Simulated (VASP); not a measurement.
# H10CO6 in VASP: further runs

Runs on H10CO6. Level: PBE+D3(BJ). Tasks: single point, molecular dynamics.

Program: VASP 6.6.1. These are calculated values, not measurements. Logs are shortened: lines on timing, memory, paths and dates and some standing lists are left out, and cuts for length are marked.

### Step 1. The cell of the first run

The cell holds an amorphous packing of atoms, 17 atoms: a = 6.196 Å, b = 6.196 Å, c = 6.196 Å, α = 90.00°, β = 90.00°, γ = 90.00°.

### Step 2. Single point, PBE+D3(BJ)

INCAR reads:

```
ALGO = Normal
EDIFF = 1E-7
ENCUT = 520
GGA = PE
ISIF = 2
ISMEAR = -1
IVDW = 12
LASPH = True
LCHARG = False
LREAL = Auto
LWAVE = False
NBANDS = 39
NELM = 60
PREC = Accurate
SIGMA = 0.02
```

KPOINTS reads:

```
k-points
0
Gamma
  1 1 1
```

POSCAR reads:

```
H10CO6
1.0
    6.1962860000      0.0000000000      0.0000000000
    0.0000000000      6.1962860000      0.0000000000
    0.0000000000      0.0000000000      6.1962860000
O H C
6 10 1
Direct
    0.3697053364      0.2319131170      0.1697629838
    0.3766611160      1.0529856111      0.5558329619
    1.0537602687      0.2621893179      0.8696822580
    0.7184949178      0.9809747323      0.8090168853
    0.8366786168      0.4495596233      0.3522594018
    0.9915455807      0.7331972733      0.5118065887
    0.2486973648      0.2328491616      0.0656522310
    0.4882602256      0.1556416214      0.0945405038
    0.3821321353      1.1295153258      0.4147645864
    0.2633028882      0.9409507566      0.5291072749
    1.1597269719      0.1908885419      0.7752063091
    0.9348987442      0.1452967148      0.8514616659
    0.8046594363      0.8636625230      0.7600682086
    0.6067989760      0.9900930977      0.6936251813
    0.7136533078      0.5599806077      0.3459330315
    1.1286761134      0.4368746052      0.5027043619
    0.9961773876      0.5385806917      0.4584520469
```

Potentials or basis: VASP PAW PBE potentials, release 64 (O, H, C).

Started as:

```
$ cat potpaw_PBE.64/O/POTCAR potpaw_PBE.64/H/POTCAR potpaw_PBE.64/C/POTCAR > POTCAR
$ mpirun -np 1 vasp_gam > vasp.out
```

OUTCAR:

```text
EDIFF = 1E-7
   ENCUT = 520
   GGA = PE
   ISIF = 2
   ISMEAR = -1
   IVDW = 12
   LASPH = True
   LREAL = Auto
   NELM = 60
   PREC = Accurate
 IVDW          = 12

 ion  position               nearest neighbor table
   1  0.370  0.232  0.170-   7 0.99   8 0.99
   2  0.377  0.053  0.556-   9 1.00  10 1.00
   3  0.054  0.262  0.870-  11 0.98  12 1.04
   4  0.718  0.981  0.809-  13 0.95  14 1.00
   5  0.837  0.450  0.352-  15 1.03  17 1.31
   6  0.992  0.733  0.512-  17 1.25
   7  0.249  0.233  0.066-   1 0.99
   8  0.488  0.156  0.095-   1 0.99
   9  0.382  0.130  0.415-   2 1.00
  10  0.263  0.941  0.529-   2 1.00
  11  0.160  0.191  0.775-   3 0.98
  12  0.935  0.145  0.851-   3 1.04
  13  0.805  0.864  0.760-   4 0.95
  14  0.607  0.990  0.694-   4 1.00
  15  0.714  0.560  0.346-   5 1.03
  16  0.129  0.437  0.503-  17 1.07
  17  0.996  0.539  0.458-  16 1.07   6 1.25   5 1.31

  LATTYP: Found a simple cubic cell.
 ALAT       =     6.1962860000

  Lattice vectors:

 A1 = (   6.1962860000,   0.0000000000,   0.0000000000)
 A2 = (   0.0000000000,   6.1962860000,   0.0000000000)
 A3 = (   0.0000000000,   0.0000000000,   6.1962860000)

Analysis of symmetry for initial positions (statically):
=====================================================================
 Subroutine PRICEL returns:
 Original cell was already a primitive cell.

 Routine SETGRP: Setting up the symmetry group for a
 simple cubic supercell.

 Subroutine GETGRP returns: Found  1 space group operations
 (whereof  1 operations were pure point group operations)
 out of a pool of 48 trial point group operations.

The static configuration has the point symmetry C_1 .

Analysis of symmetry for dynamics (positions and initial velocities):
=====================================================================
 Subroutine PRICEL returns:
 Original cell was already a primitive cell.

 Routine SETGRP: Setting up the symmetry group for a
 simple cubic supercell.

 Subroutine GETGRP returns: Found  1 space group operations
 (whereof  1 operations were pure point group operations)
 out of a pool of 48 trial point group operations.

The dynamic configuration has the point symmetry C_1 .
[... 104 lines left out ...]
   NELM   =     60;   NELMIN=  2; NELMDL= -5     # of ELM steps
   EDIFF  = 0.1E-06   stopping-criterion for ELM
   LREAL  =      T    real-space projection
   EDIFFG = 0.1E-05   stopping-criterion for IOM
   NSW    =      0    number of steps for IOM
   IBRION =     -1    ionic relax: 0-MD 1-quasi-New 2-CG
   NFREE  =      0    steps in history (QN), initial steepest desc. (CG)
   ISIF   =      2    stress and relaxation
   ISYM   =      2    0-nonsym 1-usesym 2-fastsym
   POTIM  = 0.5000    time-step for ionic-motion
   TEBEG  =    0.0;   TEEND  =   0.0 temperature during run
   PSTRESS=    0.0 pullay stress
   NELECT =      50.0000    total number of electrons
   NUPDOWN=      -1.0000    fix difference up-down
   EMIN   =  10.00;   EMAX   =-10.00  energy-range for DOS
   EFERMI =   0.00;   METHOD = LEGACY
   ISMEAR =    -1;   SIGMA  =   0.02  broadening in eV -4-tet -1-fermi 0-gaus
   EFERMI_NEDOS =   21; number of points for ismear=-14 and -15
   IALGO  =     38    algorithm
   IMIX   =      4    mixing-type and parameters
     AMIX     =   0.40;   BMIX     =  1.00
     AMIX_MAG =   1.60;   BMIX_MAG =  1.00
  volume/ion in A,a.u.               =      13.99        94.44
  Fermi-wavevector in a.u.,A,eV,Ry     =   0.973345  1.839355 12.890161  0.947400
  Thomas-Fermi vector in A             =   2.103717
   LORBIT       =      0    0 simple, 1 ext, 2 COOP (PROOUT), +10 PAW based schemes
   GGA     = PE    functional components
   LHFCALC =     F    Hartree Fock is set to
   AEXX    =    0.0000 exact exchange contribution
   IVDW    =    12    specifies the selected vdW correction
   LEPSILON=     F    determine dielectric tensor
   LRPA    =     F    only Hartree local field effects (RPA)
 non-spin polarized calculation
  energy-cutoff  :      520.00
  volume of cell :      237.90
 maximum number of plane-waves:      3202
 NGX is ok and might be reduce to    48
   NGX = 23   NGY = 23   NGZ = 23

 number of electron      50.0000006 magnetization

 Free energy of the ion-electron system (eV)
  ---------------------------------------------------
  ext. energy  EPLUGINS =         0.00000000
  ---------------------------------------------------
  free energy    TOTEN  =       -88.45761774 eV

  energy without entropy =      -88.45761774  energy(sigma->0) =      -88.45761774

 E-fermi :  -3.9097     XC(G=0):  -5.8295

 val. band max:       -4.3998754677   @ k =   0.0000   0.0000   0.0000
 cond. band min:       0.6291417030   @ k =   0.0000   0.0000   0.0000
 fundamental gap:      5.0290171707
 Fermi energy:        -3.9096801506

 k-point     1 :       0.0000    0.0000    0.0000
  band No.  band energies     occupation
      1     -25.8609      2.00000
      2     -23.1002      2.00000
      3     -22.9081      2.00000
      4     -22.5222      2.00000
      5     -22.3017      2.00000
      6     -21.9760      2.00000
[... 29 lines left out ...]
     36       6.9214      0.00000
     37       7.1319      0.00000
 [bands above 37 left out]

------------------------ aborting loop because EDIFF is reached ----------------------------------------

 Edisp (eV)   -0.47966

 E8    (eV) :    -0.1020

  FORCE on cell =-STRESS in cart. coord.  units (eV):
  Direction    XX          YY          ZZ          XY          YZ          ZX
  --------------------------------------------------------------------------------------
  -------------------------------------------------------------------------------------
  Total      -1.82293    -1.88426     0.34513    -0.48045    -0.96203     0.43457
  in kB     -12.27682   -12.68988     2.32436    -3.23570    -6.47893     2.92671
  external pressure =       -7.55 kB  Pullay stress =        0.00 kB

 VOLUME and BASIS-vectors are now :
 -----------------------------------------------------------------------------
  energy-cutoff  :      520.00
  volume of cell :      237.90
      direct lattice vectors                 reciprocal lattice vectors
     6.196286000  0.000000000  0.000000000     0.161386999  0.000000000  0.000000000
     0.000000000  6.196286000  0.000000000     0.000000000  0.161386999  0.000000000
     0.000000000  0.000000000  6.196286000     0.000000000  0.000000000  0.161386999

 POSITION                                       TOTAL-FORCE (eV/Angst)
 -----------------------------------------------------------------------------------
      2.29080      1.43700      1.05190         1.138735     -0.267770     -0.111706
      2.33390      0.32831      3.44410        -0.981770     -0.882230      0.115959
      0.33311      1.62460      5.38880        -0.538075     -1.648530     -0.457831
      4.45200      6.07840      5.01290        -0.563989      0.575719      0.380274
      5.18430      2.78560      2.18270        -1.656180      0.039485     -0.319210
      6.14390      4.54310      3.17130         0.377021     -0.908562     -0.058966
[... 9 lines left out ...]
      0.79731      2.70700      3.11490         0.627079     -0.882427     -0.156363
      6.17260      3.33720      2.84070        -0.484697      2.812833      0.649426
 -----------------------------------------------------------------------------------
    total drift:                               -0.001478     -0.007660      0.014455

  FREE ENERGIE OF THE ION-ELECTRON SYSTEM (eV)
  ---------------------------------------------------
  free  energy   TOTEN  =       -88.9372736105 eV

  energy  without entropy=      -88.9372736105  energy(sigma->0) =      -88.93727361
```

stdout:

```text
POSCAR found type information on POSCAR O H C
 POSCAR found :  3 types and      17 ions
 scaLAPACK will be used
 LDA part: xc-table for (Slater+PW92), standard interpolation
 POSCAR, INCAR and KPOINTS ok, starting setup
 FFT: planning ... GRIDC
 FFT: planning ... GRID_SOFT
 FFT: planning ... GRID
 WAVECAR not read
 entering main loop
```

Run time: 32 s. Hardware: 1 thread of AMD EPYC 7R13 (Zen 3), shared host; peak memory 0.28 GiB.

Results:

| Item | Value |
| --- | --- |
| Free energy | -88.9373 eV |
| Pressure | -0.8 GPa |
| Largest force | 2.927 eV/Å |
| Band gap on the k mesh | 5.03 eV |
| Dispersion energy per atom | -0.028 eV |

Forces in eV/Å, atoms in the order of the input:
```
O    1.139 -0.268 -0.112
O   -0.982 -0.882  0.116
O   -0.538 -1.649 -0.458
O   -0.564  0.576  0.380
O   -1.656  0.039 -0.319
O    0.377 -0.909 -0.059
H   -0.550  0.122 -0.071
H   -0.396  0.359  0.210
H   -0.060  0.126 -0.317
H    0.599  0.431  0.277
H    0.402  0.393 -0.267
H    0.226  1.360  0.437
H    0.838 -1.089 -0.320
H   -0.206  0.464  0.157
H    1.230 -1.005 -0.147
H    0.627 -0.882 -0.156
C   -0.485  2.813  0.649
```

Levels at points of the mesh, in eV from the valence-band top:
| k point | band 23 | band 24 | band 25 | band 26 | band 27 | band 28 |
| --- | --- | --- | --- | --- | --- | --- |
| (0.00, 0.00, 0.00) | -0.16 | -0.10 | 0.00 | 5.03 | 5.25 | 7.56 |

Caveat: the k points lie up to 1.01 Å⁻¹ apart.

### Step 3. Single point, PBE+D3(BJ)

INCAR reads:

```
SYSTEM = H10CO6
PREC = Accurate
ENCUT = 520
EDIFF = 1E-7
ISMEAR = -1
SIGMA = 0.02
LREAL = Auto
LASPH = .True.
NELM = 80
ALGO = Normal
ISIF = 2
LWAVE = .False.
LCHARG = .True.
GGA = PE
IVDW = 12
LELF = .True.
LVHAR = .True.
NBANDS = 39
```

KPOINTS reads:

```
regular mesh
0
Gamma
  1 1 1
  0 0 0
```

POSCAR reads:

```
H10CO6
1.0
    6.1962860000      0.0000000000      0.0000000000
    0.0000000000      6.1962860000      0.0000000000
    0.0000000000      0.0000000000      6.1962860000
O H C
6 10 1
Direct
    0.3703347457      0.2303315244      0.1729907238
    0.3710287098      1.0570041473      0.5519758126
    1.0499353968      0.2566376052      0.8665836277
    0.7183658082      0.9800225490      0.8122930413
    0.8335638478      0.4515446834      0.3499677065
    0.9867846642      0.7315188485      0.5125812462
    0.2360607629      0.2035090052      0.0817102374
    0.4964748238      0.1680684203      0.0954442710
    0.3796306368      1.1447341198      0.4085027709
    0.2553626479      0.9543458775      0.5311246124
    1.1633904568      0.1922280540      0.7799995029
    0.9336722030      0.1411974851      0.8606930022
    0.8024645731      0.8530432585      0.7615852464
    0.6226633180      0.9944182693      0.6902360543
    0.7313736003      0.5687600605      0.3489509684
    1.1312905828      0.4199612478      0.5015100981
    1.0023907870      0.5359500836      0.4666505064
```

Potentials or basis: VASP PAW PBE potentials, release 64 (O, H, C).

Started as:

```
$ cat potpaw_PBE.64/O/POTCAR potpaw_PBE.64/H/POTCAR potpaw_PBE.64/C/POTCAR > POTCAR
$ mpirun -np 1 vasp_gam > vasp.out
```

Run time: 33 s. Hardware: 1 thread of AMD EPYC 7R13 (Zen 3), shared host; peak memory 0.28 GiB.

The run converged. Its results:

```
Free energy                : -88.7897 eV
Pressure                   : -1.2 GPa
Largest force              : 2.962 eV/Å
Band gap on the k mesh     : 4.72 eV
Dispersion energy per atom : -0.028 eV
```

Forces in eV/Å, atoms in the order of the input:
```
O    0.231 -0.258 -0.706
O    0.324  0.961 -0.348
O   -0.423 -0.701  0.586
O    1.228 -1.272  0.462
O    1.695 -1.101  0.822
O    1.195 -1.320  0.436
H    0.707  0.471  0.253
H   -0.801  0.283  0.240
H   -0.242 -0.917  0.666
H   -0.315 -0.472 -0.167
H    0.557 -0.100 -0.641
H    0.076  0.804 -0.116
H   -0.139  0.500  0.495
H   -1.232  0.672 -0.698
H   -0.749  0.630 -0.310
H    0.092  0.084 -0.026
C   -2.204  1.738 -0.946
```

Stress tensor (GPa, compression positive):
```
-1.67  0.28  0.29
 0.28 -1.56 -0.35
 0.29 -0.35 -0.37
```

Levels at points of the mesh, in eV from the valence-band top:
| k point | band 22 | band 23 | band 24 | band 25 | band 26 | band 27 | band 28 | band 29 |
| --- | --- | --- | --- | --- | --- | --- | --- | --- |
| (0.00, 0.00, 0.00) | -0.37 | -0.34 | -0.22 | 0.00 | 4.72 | 5.18 | 7.97 | 8.32 |

Caveat: the k points lie up to 1.01 Å⁻¹ apart.

### Step 4. Molecular dynamics, PBE+D3(BJ)

INCAR reads:

```
PREC = Accurate
ENCUT = 520
EDIFF = 1E-5
ISMEAR = -1
SIGMA = 0.02
LREAL = Auto
LASPH = True
NELM = 100
ALGO = Normal
ISIF = 2
LWAVE = False
LCHARG = True
GGA = PE
IVDW = 12
NBANDS = 39
IBRION = 0
NSW = 40
POTIM = 0.5
TEBEG = 250.0
TEEND = 250.0
ISYM = 0
NELMIN = 4
RANDOM_SEED = 857533 0 0
MDALGO = 3
LANGEVIN_GAMMA = 1000 1000 1000
```

KPOINTS reads:

```
Automatic mesh
0
Gamma
  1 1 1
```

POSCAR reads:

```
H10CO6
1.0
    6.1962860000      0.0000000000      0.0000000000
    0.0000000000      6.1962860000      0.0000000000
    0.0000000000      0.0000000000      6.1962860000
O H C
6 10 1
Direct
    0.3757717000      0.2257964400      0.1751118700
    0.3815378600      1.0542014900      0.5609398000
    1.0576797800      0.2458003200      0.8739736500
    0.7191166100      0.9778748000      0.8108721300
    0.8342670300      0.4486309700      0.3540666800
    0.9881006700      0.7321631400      0.5154420100
    0.2502141400      0.2356534600      0.0775470900
    0.4939268200      0.1378559400      0.1111726200
    0.3766071600      1.1503892800      0.4264047700
    0.2887733500      0.9371957900      0.5325201600
    1.1491871800      0.1681641500      0.7740780800
    0.9264465100      0.1464161400      0.8693517300
    0.7667289700      0.8498103100      0.7406933300
    0.5978160000      1.0205779500      0.7146953100
    0.7240689100      0.5560473500      0.3247793500
    1.1210056800      0.4317681800      0.5050139100
    0.9948239700      0.5475843500      0.4634935500
```

Started as:

```
$ cat potpaw_PBE.64/O/POTCAR potpaw_PBE.64/H/POTCAR potpaw_PBE.64/C/POTCAR > POTCAR
$ mpirun -np 1 vasp_gam > vasp.out
```

Wall time 6.1 min (1 thread of AMD EPYC 7R13 (Zen 3), shared host); peak memory 0.31 GiB.

It converged, with:

```
Dispersion energy per atom : -0.028 eV
```

Caveat: the k points lie up to 1.01 Å⁻¹ apart.
